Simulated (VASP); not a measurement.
# SiNi (P2_13) in VASP: relaxation of cell and atoms with PBEsol

Aim: the relaxation of cell and atoms of SiNi with PBEsol.

Everything below comes from runs of VASP 6.6.1. Logs are shortened: lines on timing, memory, paths and dates and some standing lists are left out, and cuts for length are marked.

**1. The cell of the first run**

The structure is cubic, space group P2_13 (No. 198). The conventional cell has a = 4.497 Å, b = 4.497 Å, c = 4.497 Å, α = 90.00°, β = 90.00°, γ = 90.00°. Si (site symmetry 3) has 7 Ni at 2.23 to 2.47 Å and 6 Si at 2.76 Å within 3.0 Å. Within 3.0 Å of Ni (site symmetry 3) lie 7 Si at 2.23 to 2.47 Å and 6 Ni at 2.77 Å.

**2. Relaxation of cell and atoms, PBEsol, collinear spin, ferromagnetic start**

INCAR

```
PREC = Accurate
ENCUT = 600
EDIFF = 1E-6
ISMEAR = -1
SIGMA = 0.1
LREAL = False
LASPH = True
NELM = 150
ALGO = Normal
ISIF = 3
LWAVE = False
LCHARG = False
ISPIN = 2
MAGMOM = 0 0 0 0 1 1 1 1
LORBIT = 11
LMAXMIX = 4
GGA = PS
IBRION = 2
NSW = 80
EDIFFG = -0.01
```

KPOINTS

```
regular mesh
0
Gamma
  7 7 7
```

POSCAR

```
SiNi
1.0
    4.4967800000      0.0000000000      0.0000000000
    0.0000000000      4.4967800000      0.0000000000
    0.0000000000      0.0000000000      4.4967800000
Si Ni
4 4
Direct
    0.8601000000      0.8601000000      0.8601000000
    0.6399000000      0.1399000000      0.3601000000
    0.3601000000      0.6399000000      0.1399000000
    0.1399000000      0.3601000000      0.6399000000
    0.1470000000      0.1470000000      0.1470000000
    0.3530000000      0.8530000000      0.6470000000
    0.6470000000      0.3530000000      0.8530000000
    0.8530000000      0.6470000000      0.3530000000
```

Potentials or basis: VASP PAW PBE potentials, release 64 (Si, Ni).

Launch:

```
$ cat potpaw_PBE.64/Si/POTCAR potpaw_PBE.64/Ni/POTCAR > POTCAR
$ mpirun -np 1 vasp_std > vasp.out
```

OUTCAR:

```text
PREC = Accurate
   ENCUT = 600
   EDIFF = 1E-6
   ISMEAR = -1
   LREAL = False
   LASPH = True
   NELM = 150
   ISIF = 3
   ISPIN = 2
   LORBIT = 11
   GGA = PS
   IBRION = 2
   NSW = 80
   EDIFFG = -0.01

 ion  position               nearest neighbor table
   1  0.860  0.860  0.860-   5 2.23   6 2.41   7 2.41   8 2.41   8 2.47   7 2.47   6 2.47   2 2.76
                             3 2.76   4 2.76   4 2.76   3 2.76   2 2.76
   2  0.640  0.140  0.360-   6 2.23   5 2.41   7 2.41   8 2.41   5 2.47   8 2.47   7 2.47   4 2.76
                             1 2.76   1 2.76   3 2.76   3 2.76   4 2.76
   3  0.360  0.640  0.140-   7 2.23   6 2.41   5 2.41   8 2.41   5 2.47   6 2.47   8 2.47   4 2.76
                             1 2.76   4 2.76   2 2.76   1 2.76   2 2.76
   4  0.140  0.360  0.640-   8 2.23   6 2.41   7 2.41   5 2.41   7 2.47   5 2.47   6 2.47   3 2.76
                             1 2.76   3 2.76   1 2.76   2 2.76   2 2.76
   5  0.147  0.147  0.147-   1 2.23   2 2.41   3 2.41   4 2.41   4 2.47   3 2.47   2 2.47   6 2.77
                             6 2.77   7 2.77   8 2.77   8 2.77   7 2.77
   6  0.353  0.853  0.647-   2 2.23   1 2.41   3 2.41   4 2.41   1 2.47   4 2.47   3 2.47   7 2.77
                             8 2.77   5 2.77   5 2.77   7 2.77   8 2.77
   7  0.647  0.353  0.853-   3 2.23   2 2.41   1 2.41   4 2.41   1 2.47   2 2.47   4 2.47   6 2.77
                             8 2.77   8 2.77   6 2.77   5 2.77   5 2.77
   8  0.853  0.647  0.353-   4 2.23   2 2.41   3 2.41   1 2.41   3 2.47   1 2.47   2 2.47   6 2.77
                             7 2.77   7 2.77   5 2.77   5 2.77   6 2.77

  LATTYP: Found a simple cubic cell.
 ALAT       =     4.4967800000

  Lattice vectors:

 A1 = (   4.4967800000,   0.0000000000,   0.0000000000)
 A2 = (   0.0000000000,   4.4967800000,   0.0000000000)
 A3 = (   0.0000000000,   0.0000000000,   4.4967800000)

Analysis of symmetry for initial positions (statically):
=====================================================================
 Subroutine PRICEL returns:
 Original cell was already a primitive cell.

 Routine SETGRP: Setting up the symmetry group for a
 simple cubic supercell.

 Subroutine GETGRP returns: Found 12 space group operations
 (whereof  3 operations were pure point group operations)
 out of a pool of 48 trial point group operations.

The static configuration has the point symmetry C_3 .
 The point group associated with its full space group is T   .

Analysis of symmetry for dynamics (positions and initial velocities):
=====================================================================
 Subroutine PRICEL returns:
 Original cell was already a primitive cell.

 Routine SETGRP: Setting up the symmetry group for a
 simple cubic supercell.

 Subroutine GETGRP returns: Found 12 space group operations
 (whereof  3 operations were pure point group operations)
 out of a pool of 48 trial point group operations.

The dynamic configuration has the point symmetry C_3 .
 The point group associated with its full space group is T   .

Analysis of structural, dynamic, and magnetic symmetry:
=====================================================================
 Subroutine PRICEL returns:
 Original cell was already a primitive cell.

 Routine SETGRP: Setting up the symmetry group for a
 simple cubic supercell.

 Subroutine GETGRP returns: Found 12 space group operations
 (whereof  3 operations were pure point group operations)
 out of a pool of 48 trial point group operations.

The overall configuration has the point symmetry C_3 .
 The point group associated with its full space group is T   .

 Subroutine INISYM returns: Found 12 space group operations
 (whereof  3 operations are pure point group operations),
 and found     1 'primitive' translations

----------------------------------------------------------------------------------------

                                     Primitive cell

  volume of cell :      90.9295

  direct lattice vectors                    reciprocal lattice vectors
     4.496780000  0.000000000  0.000000000     0.222381348  0.000000000  0.000000000
     0.000000000  4.496780000  0.000000000     0.000000000  0.222381348  0.000000000
     0.000000000  0.000000000  4.496780000     0.000000000  0.000000000  0.222381348

  length of vectors
     4.496780000  4.496780000  4.496780000     0.222381348  0.222381348  0.222381348

  position of ions in fractional coordinates (direct lattice)
     0.860100000  0.860100000  0.860100000
     0.639900000  0.139900000  0.360100000
     0.360100000  0.639900000  0.139900000
     0.139900000  0.360100000  0.639900000
[... 73 lines left out ...]
   ions per type =               4   4
   NGX,Y,Z   is equivalent  to a cutoff of  13.31, 13.31, 13.31 a.u.
   NGXF,Y,Z  is equivalent  to a cutoff of  26.62, 26.62, 26.62 a.u.
 SYSTEM =  unknown system
   PREC   = accura    normal or accurate (medium, high low for compatibility)
   ISTART =      0    job   : 0-new  1-cont  2-samecut
   ICHARG =      2    charge: 1-file 2-atom 10-const
   ISPIN  =      2    spin polarized calculation?
   LNONCOLLINEAR =      F non collinear calculations
   LSORBIT =      F    spin-orbit coupling
   LASPH  =      T    aspherical Exc in radial PAW
   ENCUT  =  600.0 eV  44.10 Ry    6.64 a.u.   8.98  8.98  8.98*2*pi/ulx,y,z
   NELM   =    150;   NELMIN=  2; NELMDL= -5     # of ELM steps
   EDIFF  = 0.1E-05   stopping-criterion for ELM
   LREAL  =      F    real-space projection
   EDIFFG = -.1E-01   stopping-criterion for IOM
   NSW    =     80    number of steps for IOM
   IBRION =      2    ionic relax: 0-MD 1-quasi-New 2-CG
   NFREE  =      1    steps in history (QN), initial steepest desc. (CG)
   ISIF   =      3    stress and relaxation
   ISYM   =      2    0-nonsym 1-usesym 2-fastsym
   POTIM  = 0.5000    time-step for ionic-motion
   TEBEG  =    0.0;   TEEND  =   0.0 temperature during run
   PSTRESS=    0.0 pullay stress
   NELECT =      56.0000    total number of electrons
   NUPDOWN=      -1.0000    fix difference up-down
   EMIN   =  10.00;   EMAX   =-10.00  energy-range for DOS
   EFERMI =   0.00;   METHOD = LEGACY
   ISMEAR =    -1;   SIGMA  =   0.10  broadening in eV -4-tet -1-fermi 0-gaus
   EFERMI_NEDOS =   21; number of points for ismear=-14 and -15
   IALGO  =     38    algorithm
   IMIX   =      4    mixing-type and parameters
     AMIX     =   0.40;   BMIX     =  1.00
     AMIX_MAG =   1.60;   BMIX_MAG =  1.00
  volume/ion in A,a.u.               =      11.37        76.70
  Fermi-wavevector in a.u.,A,eV,Ry     =   1.392844  2.632094 26.395505  1.940015
  Thomas-Fermi vector in A             =   2.516548
   LORBIT       =     11    0 simple, 1 ext, 2 COOP (PROOUT), +10 PAW based schemes
   GGA     = PS    functional components
   LHFCALC =     F    Hartree Fock is set to
   AEXX    =    0.0000 exact exchange contribution
   IVDW    =     0    specifies the selected vdW correction
   LEPSILON=     F    determine dielectric tensor
   LRPA    =     F    only Hartree local field effects (RPA)
 conjugate gradient relaxation of ions
 spin polarized calculation
  energy-cutoff  :      600.00
  volume of cell :       90.93
 maximum number of plane-waves:      3052
   NGX = 17   NGY = 17   NGZ = 17

--------------------------------------- Ionic step        1  -------------------------------------------

 number of electron      56.0000061 magnetization      -0.1505800

 number of electron      56.0000062 magnetization       0.0001687

 Free energy of the ion-electron system (eV)
  ---------------------------------------------------
  ext. energy  EPLUGINS =         0.00000000
  ---------------------------------------------------
  free energy    TOTEN  =       -51.35725031 eV

  energy without entropy =      -51.25921799  energy(sigma->0) =      -51.30823415

------------------------ aborting loop because EDIFF is reached ----------------------------------------

  FORCE on cell =-STRESS in cart. coord.  units (eV):
  Direction    XX          YY          ZZ          XY          YZ          ZX
  --------------------------------------------------------------------------------------
  -------------------------------------------------------------------------------------
  Total       -1.3539919     -1.3539919     -1.3539919     -0.0000000     -0.0000000     -0.0000000
  in kB      -23.8573241    -23.8573241    -23.8573241     -0.0000000     -0.0000000     -0.0000000
  external PRESSURE =     -23.8573241 kB  Pullay stress =       0.0000000 kB
[... 111 lines left out ...]
  FREE ENERGIE OF THE ION-ELECTRON SYSTEM (eV)
  ---------------------------------------------------
  free  energy   TOTEN  =       -51.5961176429 eV

  energy  without entropy=      -51.5026789634  energy(sigma->0) =      -51.54939830

[... ionic steps 4 to 13 ...]

--------------------------------------- Ionic step       14  -------------------------------------------

 number of electron      56.0000010 magnetization       0.0000000

 number of electron      56.0000010 magnetization      -0.0000000
[... 85 lines left out ...]
 number of electron      56.0000009 magnetization       0.0000000

 number of electron      56.0000009 magnetization      -0.0000000

 Free energy of the ion-electron system (eV)
  ---------------------------------------------------
  ext. energy  EPLUGINS =         0.00000000
  ---------------------------------------------------
  free energy    TOTEN  =       -51.62593266 eV

  energy without entropy =      -51.53056550  energy(sigma->0) =      -51.57824908

 E-fermi :  12.1745     XC(G=0): -12.7854

 val. band max:       12.1716219179   @ k =   0.2857   0.0000   0.0000
 cond. band min:      12.1806187032   @ k =  -0.1429   0.2857   0.0000
 fundamental gap:      0.0089967853
 Fermi energy:        12.1744596655

 spin component 1

 k-point     1 :       0.0000    0.0000    0.0000
  band No.  band energies     occupation
      1      -2.2335      1.00000
      2       3.2604      1.00000
      3       3.2604      1.00000
      4       3.2604      1.00000
      5       5.7522      1.00000
      6       5.7522      1.00000
[... 901 lines left out ...]
     34      16.8908      0.00000
     35      17.0752      0.00000
 Fermi energy:        12.1744596655

 spin component 2

 k-point     1 :       0.0000    0.0000    0.0000
  band No.  band energies     occupation
      1      -2.2335      1.00000
      2       3.2604      1.00000
      3       3.2604      1.00000
      4       3.2604      1.00000
      5       5.7522      1.00000
      6       5.7522      1.00000
[... 936 lines left out ...]
  FREE ENERGIE OF THE ION-ELECTRON SYSTEM (eV)
  ---------------------------------------------------
  free  energy   TOTEN  =       -51.6259326573 eV

  energy  without entropy=      -51.5305654960  energy(sigma->0) =      -51.57824908

 reached required accuracy - stopping structural energy minimisation

 total charge

# of ion       s       p       d       tot
------------------------------------------
    1        0.737   0.858   0.000   1.595
    2        0.737   0.858   0.000   1.595
    3        0.737   0.858   0.000   1.595
    4        0.737   0.858   0.000   1.595
    5        0.468   0.632   8.512   9.613
    6        0.468   0.632   8.512   9.613
    7        0.468   0.632   8.512   9.613
    8        0.468   0.632   8.512   9.613
--------------------------------------------------
tot          4.822   5.959  34.049  44.830

 magnetization (x)

# of ion       s       p       d       tot
------------------------------------------
    1       -0.000  -0.000   0.000  -0.000
    2       -0.000  -0.000   0.000  -0.000
    3       -0.000  -0.000   0.000  -0.000
    4       -0.000  -0.000   0.000  -0.000
    5       -0.000  -0.000  -0.000  -0.000
    6       -0.000  -0.000  -0.000  -0.000
    7       -0.000  -0.000  -0.000  -0.000
    8       -0.000  -0.000  -0.000  -0.000
--------------------------------------------------
tot         -0.000  -0.000  -0.000  -0.000
```

Wall time 23 min (1 thread of Oxide Virtual Turin-like, shared host); peak memory 0.29 GiB.

Results:

| Item | Value |
| --- | --- |
| Free energy | -51.6259 eV |
| Relaxed volume | 11.17 Å³/atom |
| Relaxed cell | a = 4.470 Å, b = 4.470 Å, c = 4.470 Å, α = 90.00°, β = 90.00°, γ = 90.00° |
| Space group after relaxing (to 0.1 Å) | P2_13 (No. 198) |
| Energy gained by relaxing | 33.6 meV/atom |
| Ionic steps | 16 |
| Pressure after relaxing | 0.0 GPa |
| Largest force after relaxing | 0.005 eV/Å |
| Band gap on the k mesh | zero (filled and empty bands overlap) |
| Net moment | 0.00 μB per cell |
| Valence electrons inside the program's atomic spheres | Si 1.59; Ni 9.61 |

Forces in eV/Å, atoms in the order of the input:
```
Si   0.003  0.003  0.003
Si  -0.003 -0.003  0.003
Si   0.003 -0.003 -0.003
Si  -0.003  0.003 -0.003
Ni  -0.002 -0.002 -0.002
Ni   0.002  0.002 -0.002
Ni  -0.002  0.002  0.002
Ni   0.002 -0.002  0.002
```

The path:
| step | energy change (eV) | largest force (eV/Å) | pressure (GPa) | volume (Å³) |
| --- | --- | --- | --- | --- |
| 1 | 0.0000 | 1.1656 | -2.39 | 90.93 |
| 2 | -0.2127 | 0.5476 | 1.48 | 88.72 |
| 3 | -0.2389 | 0.2179 | 3.95 | 87.60 |
| 4 | -0.2515 | 0.1043 | -2.87 | 90.67 |
| 5 | -0.2671 | 0.0620 | -0.12 | 89.33 |
| 6 | -0.2671 | 0.0614 | -0.02 | 89.30 |
| 7 | -0.2679 | 0.0456 | 0.00 | 89.27 |
| 8 | -0.2686 | 0.0153 | 0.28 | 89.22 |
| 9 | -0.2682 | 0.0115 | -0.58 | 89.57 |
| 10 | -0.2687 | 0.0142 | -0.02 | 89.32 |
| 11 | -0.2687 | 0.0142 | -0.04 | 89.32 |
| 12 | -0.2686 | 0.0148 | 0.08 | 89.27 |
| 13 | -0.2687 | 0.0143 | -0.01 | 89.31 |
| 14 | -0.2687 | 0.0143 | 0.04 | 89.31 |
| 15 | -0.2687 | 0.0142 | 0.04 | 89.32 |
| 16 | -0.2687 | 0.0046 | 0.04 | 89.33 |

Final structure:
```yaml
crystal:
  lattice:
    - [4.47020, 0.00000, 0.00000]
    - [0.00000, 4.47020, 0.00000]
    - [0.00000, 0.00000, 4.47020]
  atoms:
    - { symbol: Si, position: [0.84643, 0.84643, 0.84643] }
    - { symbol: Si, position: [0.65357, 0.15357, 0.34643] }
    - { symbol: Si, position: [0.34643, 0.65357, 0.15357] }
    - { symbol: Si, position: [0.15357, 0.34643, 0.65357] }
    - { symbol: Ni, position: [0.14908, 0.14908, 0.14908] }
    - { symbol: Ni, position: [0.35092, 0.85092, 0.64908] }
    - { symbol: Ni, position: [0.64908, 0.35092, 0.85092] }
    - { symbol: Ni, position: [0.85092, 0.64908, 0.35092] }
```

Caveat: the moments typed at the start vanished in this run; the PAW data sets were made with another functional, which shifts forces and pressure a little.
